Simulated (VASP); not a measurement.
# Be2Si (I4_1/amd) in VASP: further runs

Runs on Be2Si. Level: PBE. Tasks: single point, relaxation of cell and atoms.

Everything below comes from runs of VASP 6.6.1. Logs are shortened: lines on timing, memory, paths and dates and some standing lists are left out, and cuts for length are marked.

### 1 The cell of the first run

The structure is tetragonal, space group I4_1/amd (No. 141). The conventional cell has a = 3.417 Å, b = 3.417 Å, c = 11.525 Å, α = 90.00°, β = 90.00°, γ = 90.00°. Be (site symmetry 2mm) has 3 Be at 1.93 to 1.98 Å and 2 Si at 2.55 Å within 2.6 Å. Within 3.4 Å of Si (site symmetry -4m2) lie 12 Be at 2.55 to 2.61 Å and 4 Si at 3.35 Å.

### 2 Single point, PBE

INCAR

```
SYSTEM = Be2Si
PREC = Accurate ; ENCUT = 520
EDIFF = 1E-6 ; ISMEAR = 0
SIGMA = 0.1 ; LREAL = .False.
LASPH = .True. ; NELM = 80
ALGO = Fast ; ISIF = 2
LWAVE = .False. ; LCHARG = .False.
GGA = PE ; NBANDS = 17
```

KPOINTS

```
Automatic mesh
0
Gamma
  8 8 8
  0 0 0
```

POSCAR

```
Be2Si
1.0
   -1.7085307030      1.7085307030      5.7623377435
    1.7085307030     -1.7085307030      5.7623377435
    1.7085307030      1.7085307030     -5.7623377435
Be Si
4 2
Direct
    0.4142223810      0.4142223810      0.0000000000
    0.1642223810      0.6642223810      0.5000000000
    0.3357776190      0.8357776190      0.5000000000
    0.5857776190      0.5857776190      0.0000000000
    0.0000000000      0.0000000000      0.0000000000
    0.7500000000      0.2500000000      0.5000000000
```

Potentials or basis: VASP PAW PBE potentials, release 64 (Be, Si).

Run with:

```sh
> cat potpaw_PBE.64/Be/POTCAR potpaw_PBE.64/Si/POTCAR > POTCAR
> mpirun -np 1 vasp_std > vasp.out
```

OUTCAR:

```text
SYSTEM = Be2Si
   PREC = Accurate
   ENCUT = 520
   EDIFF = 1E-6
   ISMEAR = 0
   LREAL = .False.
   LASPH = .True.
   NELM = 80
   ISIF = 2
   GGA = PE

 ion  position               nearest neighbor table
   1  0.414  0.414  0.000-   3 1.93   3 1.93   4 1.98   6 2.55   6 2.55   5 2.61   5 2.61   5 2.61
                             5 2.61
   2  0.164  0.664  0.500-   4 1.93   4 1.93   3 1.98   5 2.55   5 2.55   6 2.61   6 2.61   6 2.61
                             6 2.61
   3  0.336  0.836  0.500-   1 1.93   1 1.93   2 1.98   5 2.55   5 2.55   6 2.61   6 2.61   6 2.61
                             6 2.61
   4  0.586  0.586  0.000-   2 1.93   2 1.93   1 1.98   6 2.55   6 2.55   5 2.61   5 2.61   5 2.61
                             5 2.61
   5  0.000  0.000  0.000-   2 2.55   3 2.55   2 2.55   3 2.55   1 2.61   4 2.61   4 2.61   4 2.61
                             1 2.61   1 2.61   4 2.61   1 2.61
   6  0.750  0.250  0.500-   1 2.55   4 2.55   1 2.55   4 2.55   2 2.61   3 2.61   3 2.61   3 2.61
                             2 2.61   3 2.61   2 2.61   2 2.61

  LATTYP: Found a body centered tetragonal cell.
 ALAT       =     3.4170614060
 C/A-ratio  =     3.3726860942

  Lattice vectors:

 A1 = (  -1.7085307030,   1.7085307030,   5.7623377435)
 A2 = (   1.7085307030,  -1.7085307030,   5.7623377435)
 A3 = (   1.7085307030,   1.7085307030,  -5.7623377435)

Analysis of symmetry for initial positions (statically):
=====================================================================
 Subroutine PRICEL returns:
 Original cell was already a primitive cell.

 Routine SETGRP: Setting up the symmetry group for a
 body centered tetragonal supercell.

 Subroutine GETGRP returns: Found 16 space group operations
 (whereof  8 operations were pure point group operations)
 out of a pool of 16 trial point group operations.

The static configuration has the point symmetry D_2d.
 The point group associated with its full space group is D_4h.

Analysis of symmetry for dynamics (positions and initial velocities):
=====================================================================
 Subroutine PRICEL returns:
 Original cell was already a primitive cell.

 Routine SETGRP: Setting up the symmetry group for a
 body centered tetragonal supercell.

 Subroutine GETGRP returns: Found 16 space group operations
 (whereof  8 operations were pure point group operations)
 out of a pool of 16 trial point group operations.

The dynamic configuration has the point symmetry D_2d.
 The point group associated with its full space group is D_4h.

 Subroutine INISYM returns: Found 16 space group operations
 (whereof  8 operations are pure point group operations),
[... 107 lines left out ...]
   NSW    =      0    number of steps for IOM
   IBRION =     -1    ionic relax: 0-MD 1-quasi-New 2-CG
   NFREE  =      0    steps in history (QN), initial steepest desc. (CG)
   ISIF   =      2    stress and relaxation
   ISYM   =      2    0-nonsym 1-usesym 2-fastsym
   POTIM  = 0.5000    time-step for ionic-motion
   TEBEG  =    0.0;   TEEND  =   0.0 temperature during run
   PSTRESS=    0.0 pullay stress
   NELECT =      16.0000    total number of electrons
   NUPDOWN=      -1.0000    fix difference up-down
   EMIN   =  10.00;   EMAX   =-10.00  energy-range for DOS
   EFERMI =   0.00;   METHOD = LEGACY
   ISMEAR =     0;   SIGMA  =   0.10  broadening in eV -4-tet -1-fermi 0-gaus
   EFERMI_NEDOS =   21; number of points for ismear=-14 and -15
   IALGO  =     68    algorithm
   IMIX   =      4    mixing-type and parameters
     AMIX     =   0.40;   BMIX     =  1.00
     AMIX_MAG =   1.60;   BMIX_MAG =  1.00
  volume/ion in A,a.u.               =      11.21        75.67
  Fermi-wavevector in a.u.,A,eV,Ry     =   1.014254  1.916662 13.996466  1.028711
  Thomas-Fermi vector in A             =   2.147471
   LORBIT       =      0    0 simple, 1 ext, 2 COOP (PROOUT), +10 PAW based schemes
   GGA     = PE    functional components
   LHFCALC =     F    Hartree Fock is set to
   AEXX    =    0.0000 exact exchange contribution
   IVDW    =     0    specifies the selected vdW correction
   LEPSILON=     F    determine dielectric tensor
   LRPA    =     F    only Hartree local field effects (RPA)
 non-spin polarized calculation
 RMM-DIIS sequential band-by-band and
 Gauss-broadening in eV      SIGMA  =   0.10
  energy-cutoff  :      520.00
  volume of cell :       67.28
 maximum number of plane-waves:      1833
 NGX is ok and might be reduce to    48
   NGX = 23   NGY = 23   NGZ = 23

 number of electron      16.0000000 magnetization

 Free energy of the ion-electron system (eV)
  ---------------------------------------------------
  ext. energy  EPLUGINS =         0.00000000
  ---------------------------------------------------
  free energy    TOTEN  =       -21.96851147 eV

  energy without entropy =      -21.95869678  energy(sigma->0) =      -21.96360412

 E-fermi :   7.1091     XC(G=0): -10.4710

 val. band max:        7.1040314375   @ k =   0.2500   0.0000   0.0000
 cond. band min:       7.1557209347   @ k =   0.2500   0.1250   0.1250
 fundamental gap:      0.0516894972
 Fermi energy:         7.1091162347

 k-point     1 :       0.0000    0.0000    0.0000
  band No.  band energies     occupation
      1      -4.8455      2.00000
      2      -1.8127      2.00000
      3       0.0544      2.00000
      4       5.6253      2.00000
      5       5.6253      2.00000
      6       5.9550      2.00000
[... 457 lines left out ...]
      4       1.3090      2.00000
      5       3.8298      2.00000
      6       4.1738      2.00000
[... 9 lines left out ...]
     16      15.5469      0.00000
     17      16.3972      0.00000

 [... further k-points ...]
[... 5 lines left out ...]
  --------------------------------------------------------------------------------------
  -------------------------------------------------------------------------------------
  Total       -0.0323820     -0.0323820     -0.0828526      0.0000000      0.0000000      0.0000000
  in kB       -0.7710991     -0.7710991     -1.9729325      0.0000000      0.0000000      0.0000000
  external PRESSURE =      -1.1717102 kB  Pullay stress =       0.0000000 kB

 VOLUME and BASIS-vectors are now :
 -----------------------------------------------------------------------------
  energy-cutoff  :      520.00
  volume of cell :       67.28
      direct lattice vectors                 reciprocal lattice vectors
    -1.708530703  1.708530703  5.762337743     0.000000000  0.292649116  0.086770339
     1.708530703 -1.708530703  5.762337743     0.292649116  0.000000000  0.086770339
     1.708530703  1.708530703 -5.762337743     0.292649116  0.292649116  0.000000000

 POSITION                                       TOTAL-FORCE (eV/Angst)
 -----------------------------------------------------------------------------------
      0.00000      0.00000      4.77378         0.000000     -0.000000     -0.002419
      1.70853      0.00000      1.89261        -0.000000      0.000000     -0.002419
      1.70853     -0.00000      3.86973        -0.000000      0.000000      0.002419
      0.00000      0.00000      6.75090         0.000000     -0.000000      0.002419
      0.00000      0.00000      0.00000         0.000000      0.000000      0.000000
      0.00000      1.70853      2.88117         0.000000      0.000000      0.000000
 -----------------------------------------------------------------------------------
    total drift:                                0.000000     -0.000000      0.000000

  FREE ENERGIE OF THE ION-ELECTRON SYSTEM (eV)
  ---------------------------------------------------
  free  energy   TOTEN  =       -21.9685114673 eV

  energy  without entropy=      -21.9586967813  energy(sigma->0) =      -21.96360412
```

Run time: 90 s. Hardware: 1 thread of Intel Xeon 6975P-C (Granite Rapids), shared host; peak memory 0.32 GiB.

Results:

| Item | Value |
| --- | --- |
| Free energy | -21.9685 eV |
| Pressure | -0.1 GPa |
| Band gap on the k mesh | zero (band 8 reaches 9.41 eV, above the bottom of band 9 at 5.10 eV) |

Forces in eV/Å, atoms in the order of the input:
```
Be   0.000  0.000 -0.002
Be   0.000  0.000 -0.002
Be   0.000  0.000  0.002
Be   0.000  0.000  0.002
Si   0.000  0.000  0.000
Si   0.000  0.000  0.000
```

Stress tensor (GPa, compression positive):
```
-0.08  0.00  0.00
 0.00 -0.08  0.00
 0.00  0.00 -0.20
```

### 3 Relaxation of cell and atoms, PBE

This run uses another cell than the first one, of 10.14 Å³/atom, 0.904 times its volume.

INCAR

```
SYSTEM = Be2Si
ALGO = Normal ; EDIFF = 1E-7
EDIFFG = -0.04 ; ENCUT = 600
GGA = PE ; IBRION = 2
ISIF = 3 ; ISMEAR = 0
LASPH = .TRUE. ; LCHARG = .FALSE.
LREAL = .FALSE. ; LWAVE = .FALSE.
NELM = 80 ; NSW = 90
PREC = Accurate ; SIGMA = 0.1
```

KPOINTS

```
k-points
0
G
  8 8 8
  0 0 0
```

POSCAR

```
Be2Si
1.0
   -1.6354106055      1.6354106055      5.6862822460
    1.6354106055     -1.6354106055      5.6862822460
    1.6354106055      1.6354106055     -5.6862822460
Be Si
4 2
Direct
    0.4165000000      0.4165000000      0.0000000000
    0.1665000000      0.6665000000      0.5000000000
    0.3335000000      0.8335000000      0.5000000000
    0.5835000000      0.5835000000      0.0000000000
    0.0000000000      0.0000000000      0.0000000000
    0.7500000000      0.2500000000      0.5000000000
```

Potentials or basis: VASP PAW PBE potentials, release 64 (Be, Si).

Run with:

```sh
> cat potpaw_PBE.64/Be/POTCAR potpaw_PBE.64/Si/POTCAR > POTCAR
> mpirun -np 1 vasp_std > vasp.out
```

OUTCAR:

```text
SYSTEM = Be2Si
   EDIFF = 1E-7
   EDIFFG = -0.04
   ENCUT = 600
   GGA = PE
   IBRION = 2
   ISIF = 3
   ISMEAR = 0
   LASPH = .TRUE.
   LREAL = .FALSE.
   NELM = 80
   NSW = 90
   PREC = Accurate

 ion  position               nearest neighbor table
   1  0.416  0.416  0.000-   3 1.89   3 1.89   4 1.90   5 2.50   5 2.50   5 2.50   5 2.50   6 2.50
                             6 2.50
   2  0.166  0.666  0.500-   4 1.89   4 1.89   3 1.90   6 2.50   6 2.50   6 2.50   6 2.50   5 2.50
                             5 2.50
   3  0.334  0.834  0.500-   1 1.89   1 1.89   2 1.90   6 2.50   6 2.50   6 2.50   6 2.50   5 2.50
                             5 2.50
   4  0.584  0.584  0.000-   2 1.89   2 1.89   1 1.90   5 2.50   5 2.50   5 2.50   5 2.50   6 2.50
                             6 2.50
   5  0.000  0.000  0.000-   4 2.50   4 2.50   4 2.50   1 2.50   4 2.50   1 2.50   1 2.50   1 2.50
                             3 2.50   2 2.50   3 2.50   2 2.50
   6  0.750  0.250  0.500-   3 2.50   3 2.50   3 2.50   2 2.50   3 2.50   2 2.50   2 2.50   2 2.50
                             4 2.50   4 2.50   1 2.50   1 2.50

  LATTYP: Found a body centered tetragonal cell.
 ALAT       =     3.2708212110
 C/A-ratio  =     3.4769752788

  Lattice vectors:

 A1 = (  -1.6354106055,   1.6354106055,   5.6862822460)
 A2 = (   1.6354106055,  -1.6354106055,   5.6862822460)
 A3 = (   1.6354106055,   1.6354106055,  -5.6862822460)

Analysis of symmetry for initial positions (statically):
[... 263 lines left out ...]
--------------------------------------- Ionic step        3  -------------------------------------------

 number of electron      16.0000000 magnetization

 Free energy of the ion-electron system (eV)
  ---------------------------------------------------
  ext. energy  EPLUGINS =         0.00000000
  ---------------------------------------------------
  free energy    TOTEN  =       -21.96728696 eV

  energy without entropy =      -21.95298149  energy(sigma->0) =      -21.96013422

 E-fermi :   7.0653     XC(G=0): -10.4677

 val. band max:        7.0426629129   @ k =   0.5000   0.2500   0.0000
 cond. band min:       7.0741332005   @ k =  -0.3750  -0.3750   0.1250
 fundamental gap:      0.0314702876
 Fermi energy:         7.0653334281

 k-point     1 :       0.0000    0.0000    0.0000
  band No.  band energies     occupation
      1      -4.8512      2.00000
      2      -2.0004      2.00000
      3      -0.0511      2.00000
      4       5.7827      2.00000
      5       5.7827      2.00000
      6       6.1010      2.00000
      7       6.1010      2.00000
      8       8.1300      0.00000
      9       8.6866      0.00000
     10       9.2923      0.00000
     11       9.7652      0.00000
     12      10.1757      0.00000
[... 331 lines left out ...]
 k-point    24 :       0.3750    0.1250    0.1250
  band No.  band energies     occupation
      1      -1.6808      2.00000
      2      -0.7383      2.00000
      3       0.5995      2.00000
      4       1.2829      2.00000
      5       3.7576      2.00000
      6       4.3243      2.00000
      7       5.0299      2.00000
      8       5.6779      2.00000
      9       5.9901      2.00000
     10       6.8431      1.99833
     11       8.8674      0.00000
     12      10.1335      0.00000

 [... further k-points ...]
[... 5 lines left out ...]
  --------------------------------------------------------------------------------------
  -------------------------------------------------------------------------------------
  Total       -0.0462533     -0.0462533      0.0761293      0.0000000     -0.0000000      0.0000000
  in kB       -1.0998751     -1.0998751      1.8103096      0.0000000     -0.0000000      0.0000000
  external PRESSURE =      -0.1298136 kB  Pullay stress =       0.0000000 kB
[... 21 lines left out ...]
  FREE ENERGIE OF THE ION-ELECTRON SYSTEM (eV)
  ---------------------------------------------------
  free  energy   TOTEN  =       -21.9672869628 eV

  energy  without entropy=      -21.9529814872  energy(sigma->0) =      -21.96013422

 reached required accuracy - stopping structural energy minimisation
```

CONTCAR:

```text
Be2Si
   1.00000000000000
    -1.6925577218309436    1.6925577218309436    5.8798043406130063
     1.6925577218309436   -1.6925577218309436    5.8798043406130063
     1.6925577218309436    1.6925577218309436   -5.8798043406130063
  Be              Si
     4     2
Direct
     0.4160524812430419    0.4160524812430419    0.0000000000000000
     0.1660524812430419    0.6660524812430419    0.5000000000000000
     0.3339475187569581    0.8339475187569581    0.5000000000000000
     0.5839475187569581    0.5839475187569581    0.0000000000000000
     0.0000000000000000    0.0000000000000000    0.0000000000000000
     0.7500000000000000    0.2500000000000000    0.5000000000000000

  0.00000000E+00  0.00000000E+00  0.00000000E+00
  0.00000000E+00  0.00000000E+00  0.00000000E+00
  0.00000000E+00  0.00000000E+00  0.00000000E+00
  0.00000000E+00  0.00000000E+00  0.00000000E+00
  0.00000000E+00  0.00000000E+00  0.00000000E+00
  0.00000000E+00  0.00000000E+00  0.00000000E+00
```

Run time: 3 min. Hardware: 1 thread of Intel Xeon 6975P-C (Granite Rapids), shared host; peak memory 0.38 GiB.

Results:

```
Free energy                            : -21.9673 eV
Relaxed volume                         : 11.23 Å³/atom
Relaxed cell                           : a = 6.348 Å, b = 6.348 Å, c = 6.348 Å, α = 149.07°, β = 149.07°, γ = 44.30°
Space group after relaxing (to 0.05 Å) : I4_1/amd (No. 141)
Energy gained by relaxing              : 33.5 meV/atom
Ionic steps                            : 3
Pressure after relaxing                : 0.0 GPa
Largest force after relaxing           : 0.019 eV/Å
Band gap on the k mesh                 : zero (band 8 reaches 9.00 eV, above the bottom of band 9 at 5.13 eV)
```

Forces in eV/Å, atoms in the order of the input:
```
Be   0.000  0.000  0.019
Be   0.000  0.000  0.019
Be   0.000  0.000 -0.019
Be   0.000  0.000 -0.019
Si   0.000  0.000  0.000
Si   0.000  0.000  0.000
```

Stress tensor (GPa, compression positive):
```
-0.11  0.00  0.00
 0.00 -0.11  0.00
 0.00  0.00  0.18
```

Step by step:
```csv
step,energy change (eV),largest force (eV/Å),pressure (GPa),volume (Å³)
1,0.0000,0.0999,10.72,60.83
2,-0.2007,0.0150,0.46,67.01
3,-0.2012,0.0191,-0.01,67.38
```

Final structure:
```yaml
crystal:
  lattice:
    - [-1.69256, 1.69256, 5.87980]
    - [1.69256, -1.69256, 5.87980]
    - [1.69256, 1.69256, -5.87980]
  atoms:
    - { symbol: Be, position: [0.41605, 0.41605, 0.00000] }
    - { symbol: Be, position: [0.16605, 0.66605, 0.50000] }
    - { symbol: Be, position: [0.33395, 0.83395, 0.50000] }
    - { symbol: Be, position: [0.58395, 0.58395, 0.00000] }
    - { symbol: Si, position: [0.00000, 0.00000, 0.00000] }
    - { symbol: Si, position: [0.75000, 0.25000, 0.50000] }
```

(Part 1 of 2 ends here.)
